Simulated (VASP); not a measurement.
# ZnS (F-43m) in VASP: settings compared, part 2 of 3

VASP 6.6.1. Earlier steps stand in the parts before.

### Step 3. Single point, r2SCAN+D3(BJ)

File POSCAR:

```
ZnS
1.0
    0.0000000000      2.6936828773      2.6936828773
    2.6936828773      0.0000000000      2.6936828773
    2.6936828773      2.6936828773      0.0000000000
Zn S
1 1
Direct
    0.0000000000      0.0000000000      0.0000000000
    0.2500000000      0.2500000000      0.2500000000
```

File INCAR.step1:

```
  PREC = Accurate
  ENCUT = 550
  ISMEAR = 0
  SIGMA = 0.1
  LREAL = False
  LASPH = True
  NELM = 120
  NBANDS = 16
  GGA = PE
  ALGO = Normal
  EDIFF = 1E-5
  LWAVE = True
  LCHARG = False
  GGA_COMPAT = False
```

File INCAR.step2:

```
  PREC = Accurate
  ENCUT = 550
  EDIFF = 1E-6
  ISMEAR = 0
  SIGMA = 0.1
  LREAL = False
  LASPH = True
  NELM = 120
  ALGO = Normal
  ISIF = 2
  LWAVE = False
  LCHARG = False
  METAGGA = R2SCAN
  LMIXTAU = True
  IVDW = 12
  VDW_S6 = 1.0
  VDW_S8 = 0.78981345
  VDW_A1 = 0.49484001
  VDW_A2 = 5.73083694
  NBANDS = 16
  ISTART = 1
  GGA_COMPAT = False
```

File KPOINTS:

```
regular mesh
0
Gamma
  6 6 6
```

Potentials or basis: VASP PAW PBE potentials, release 64 (Zn, S).

Started as:

```
$ cat potpaw_PBE.64/Zn/POTCAR potpaw_PBE.64/S/POTCAR > POTCAR
$ cp INCAR.step1 INCAR
$ mpirun -np 1 vasp_std > vasp.out
$ cp INCAR.step2 INCAR
$ mpirun -np 1 vasp_std > vasp.out
```

OUTCAR:

```text
PREC = Accurate
   ENCUT = 550
   EDIFF = 1E-6
   ISMEAR = 0
   LREAL = False
   LASPH = True
   NELM = 120
   ISIF = 2
   METAGGA = R2SCAN
   IVDW = 12
   ISTART = 1
 IVDW          = 12

 ion  position               nearest neighbor table
   1  0.000  0.000  0.000-   2 2.33   2 2.33   2 2.33   2 2.33
   2  0.250  0.250  0.250-   1 2.33   1 2.33   1 2.33   1 2.33

  LATTYP: Found a face centered cubic cell.
 ALAT       =     5.3873657546

  Lattice vectors:

 A1 = (   0.0000000000,   2.6936828773,   2.6936828773)
 A2 = (   2.6936828773,   0.0000000000,   2.6936828773)
 A3 = (   2.6936828773,   2.6936828773,   0.0000000000)

Analysis of symmetry for initial positions (statically):
=====================================================================
 Subroutine PRICEL returns:
 Original cell was already a primitive cell.

 Routine SETGRP: Setting up the symmetry group for a
 face centered cubic supercell.

 Subroutine GETGRP returns: Found 24 space group operations
 (whereof 24 operations were pure point group operations)
 out of a pool of 48 trial point group operations.

The static configuration has the point symmetry T_d .

[... 150 lines left out ...]
  energy without entropy =      -18.86404237  energy(sigma->0) =      -18.86404237

 E-fermi :   2.3853     XC(G=0): -10.3304

 val. band max:        1.9198663617   @ k =   0.0000   0.0000   0.0000
 cond. band min:       4.6371446165   @ k =   0.0000   0.0000   0.0000
 fundamental gap:      2.7172782548
 Fermi energy:         2.3852917481

 k-point     1 :       0.0000    0.0000    0.0000
  band No.  band energies     occupation
      1     -11.8221      2.00000
      2      -4.6180      2.00000
      3      -4.6180      2.00000
      4      -4.6180      2.00000
      5      -4.0607      2.00000
      6      -4.0607      2.00000
[... 281 lines left out ...]
      3      -4.2962      2.00000
      4      -4.1980      2.00000
      5      -4.0377      2.00000
      6      -3.7015      2.00000
[... 8 lines left out ...]
     15      16.5473      0.00000
     16      17.6198      0.00000

------------------------ aborting loop because EDIFF is reached ----------------------------------------

 Edisp (eV)   -0.29535

 E8    (eV) :    -0.0887

  FORCE on cell =-STRESS in cart. coord.  units (eV):
  Direction    XX          YY          ZZ          XY          YZ          ZX
  --------------------------------------------------------------------------------------
  -------------------------------------------------------------------------------------
  Total      -0.27471    -0.27471    -0.27471    -0.00000     0.00000    -0.00000
  in kB     -11.25961   -11.25961   -11.25961    -0.00000     0.00000    -0.00000
  external pressure =      -11.26 kB  Pullay stress =        0.00 kB

 VOLUME and BASIS-vectors are now :
 -----------------------------------------------------------------------------
  energy-cutoff  :      550.00
  volume of cell :       39.09
      direct lattice vectors                 reciprocal lattice vectors
     0.000000000  2.693682877  2.693682877    -0.185619474  0.185619474  0.185619474
     2.693682877  0.000000000  2.693682877     0.185619474 -0.185619474  0.185619474
     2.693682877  2.693682877  0.000000000     0.185619474  0.185619474 -0.185619474

 POSITION                                       TOTAL-FORCE (eV/Angst)
 -----------------------------------------------------------------------------------
      0.00000      0.00000      0.00000        -0.000000     -0.000000     -0.000000
      1.34684      1.34684      1.34684         0.000000      0.000000      0.000000
 -----------------------------------------------------------------------------------
    total drift:                               -0.000001     -0.000001     -0.000001

  FREE ENERGIE OF THE ION-ELECTRON SYSTEM (eV)
  ---------------------------------------------------
  free  energy   TOTEN  =       -19.1593911426 eV

  energy  without entropy=      -19.1593911426  energy(sigma->0) =      -19.15939114
```

OUTCAR.step1:

```text
PREC = Accurate
   ENCUT = 550
   ISMEAR = 0
   LREAL = False
   LASPH = True
[... 515 lines left out ...]
      0.00000      0.00000      0.00000        -0.000000     -0.000000     -0.000000
      1.34684      1.34684      1.34684         0.000000      0.000000      0.000000
 -----------------------------------------------------------------------------------
    total drift:                               -0.000000     -0.000000     -0.000000

  FREE ENERGIE OF THE ION-ELECTRON SYSTEM (eV)
  ---------------------------------------------------
  free  energy   TOTEN  =        -6.8393007397 eV

  energy  without entropy=       -6.8393007397  energy(sigma->0) =       -6.83930074
```

OSZICAR.step1:

```text
N       E                     dE             d eps       ncg     rms          rms(c)
DAV:   1     0.935531684156E+02    0.93553E+02   -0.91629E+03   512   0.140E+03
DAV:   2    -0.101048923406E+01   -0.94564E+02   -0.88269E+02   592   0.275E+02
DAV:   3    -0.720372231009E+01   -0.61932E+01   -0.61632E+01   616   0.671E+01
DAV:   4    -0.726756948497E+01   -0.63847E-01   -0.63830E-01   624   0.689E+00
DAV:   5    -0.726834770662E+01   -0.77822E-03   -0.77821E-03   656   0.747E-01    0.699E+00
DAV:   6    -0.686052050176E+01    0.40783E+00   -0.73776E-01   760   0.301E+01    0.545E+00
DAV:   7    -0.683961095161E+01    0.20910E-01   -0.25308E-01   576   0.456E+00    0.276E+00
DAV:   8    -0.683890288475E+01    0.70807E-03   -0.52153E-03   656   0.910E-01    0.727E-01
DAV:   9    -0.683913763093E+01   -0.23475E-03   -0.13263E-03   616   0.290E-01    0.977E-02
DAV:  10    -0.683931059496E+01   -0.17296E-03   -0.24363E-04   592   0.124E-01    0.442E-02
DAV:  11    -0.683930042381E+01    0.10171E-04   -0.32137E-05   624   0.587E-02    0.841E-03
DAV:  12    -0.683930073970E+01   -0.31590E-06   -0.27658E-06   344   0.167E-02
   1 F= -.68393007E+01 E0= -.68393007E+01  d E =-.349846E-11
```

It took 31 s on 1 thread of Intel Xeon 6975P-C (Granite Rapids), shared host; peak memory 0.17 GiB.

Results:

```yaml
Free_energy: -19.1594 eV
Pressure: -1.1 GPa
Band_gap_on_the_k_mesh: 2.72 eV, direct
Dispersion_energy_per_atom: -0.148 eV
```

Caveat: the PAW data sets were made with another functional, which shifts forces and pressure a little.

### Step 4. Single point, r2SCAN

POSCAR is that of step 3.

Changes to INCAR.step1 since step 3:

```diff
@@ -2,3 +2,3 @@
   ENCUT = 550
-  ISMEAR = 0
+  ISMEAR = -5
   SIGMA = 0.1
```

File INCAR.step2:

```
  PREC = Accurate
  ENCUT = 550
  EDIFF = 1E-6
  ISMEAR = -5
  SIGMA = 0.1
  LREAL = False
  LASPH = True
  NELM = 120
  ALGO = Normal
  ISIF = 2
  LWAVE = False
  LCHARG = False
  METAGGA = R2SCAN
  LMIXTAU = True
  NBANDS = 16
  ISTART = 1
  GGA_COMPAT = False
```

File KPOINTS:

```
Automatic mesh
0
Gamma
  6 6 6
```

Started as:

```
$ cat potpaw_PBE.64/Zn/POTCAR potpaw_PBE.64/S/POTCAR > POTCAR
$ cp INCAR.step1 INCAR
$ mpirun -np 1 vasp_std > vasp.out
$ cp INCAR.step2 INCAR
$ mpirun -np 1 vasp_std > vasp.out
```

Wall time 32 s (1 thread of Intel Xeon 6975P-C (Granite Rapids), shared host); peak memory 0.16 GiB.

Results (log left out):

```
Free energy            : -18.8640 eV
Pressure               : 0.1 GPa
Band gap on the k mesh : 2.72 eV, direct
```

Levels at points of the mesh, in eV from the valence-band top:
```
           k point  band 5  band 6  band 7  band 8  band 9  band 10  band 11  band 12  band 13  band 14
(0.00, 0.00, 0.00)   -5.98   -5.98    0.00    0.00    0.00     2.72     6.89     6.89     6.89    12.31
(0.50, 0.00, 0.00)   -5.95   -5.78   -5.46   -0.90   -0.90     3.83     7.39     7.39     9.45    12.91
(0.50, 0.50, 0.00)   -5.90   -5.76   -4.65   -2.32   -2.32     3.71     4.48    11.83    12.89    12.89
```

Caveat: the PAW data sets were made with another functional, which shifts forces and pressure a little. r2SCAN opens gaps a little over a GGA but as a rule still falls short of measured ones.

(Continued in part 3 of 3.)
